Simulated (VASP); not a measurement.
Write the native input for VASP 6.6.1 that does the following.

```yaml
Task: single point
Functional: RPBE
Potentials_or_basis: VASP PAW PBE potentials, release 64 (Hg)
Cutoff: 520 eV
k_mesh: 9 × 9 × 9
Occupations: fermi-dirac, width 0.1 eV
Spin: no spin polarisation
Dipole_correction: no
Further_INCAR_settings: ALGO = Normal; EDIFF = 1e-06; NBANDS = 12
```

The structure of Hg lies in POSCAR:

```
Hg
1.0
    0.0000000000      3.7455960027      3.7455960027
    3.7455960027      0.0000000000      3.7455960027
    3.7455960027      3.7455960027      0.0000000000
Hg
1
Direct
    0.0000000000      0.0000000000      0.0000000000
```

This cell differs from its parent crystal: volume scaled by 1.08.

These files were run (other wordings do the same):

INCAR

```
SYSTEM = Hg
PREC = Accurate
ENCUT = 520
EDIFF = 1E-6
ISMEAR = -1
SIGMA = 0.1
LREAL = .FALSE.
LASPH = .TRUE.
NELM = 60
ALGO = Normal
ISIF = 2
LWAVE = .FALSE.
LCHARG = .FALSE.
GGA = RP
NBANDS = 12
```

KPOINTS

```
Automatic mesh
0
G
  9 9 9
  0 0 0
```

Potentials or basis: VASP PAW PBE potentials, release 64 (Hg).

Command:

```bash
$ cat potpaw_PBE.64/Hg/POTCAR > POTCAR
$ mpirun -np 1 vasp_std > vasp.out
```

Results of the run:

```yaml
Pressure: 0.0 GPa
Band_gap_on_the_k_mesh: 4.30 eV, indirect (least direct gap 4.49 eV)
```

Caveat: the PAW data sets were made with another functional, which shifts forces and pressure a little; spin-orbit coupling is left out, which moves the levels of the heavy elements.

It took 37 s on 1 thread of Intel(R) Xeon(R) Platinum 8375C CPU @ 2.90GHz (Ice Lake) (shared host), peak memory 0.25 GiB.
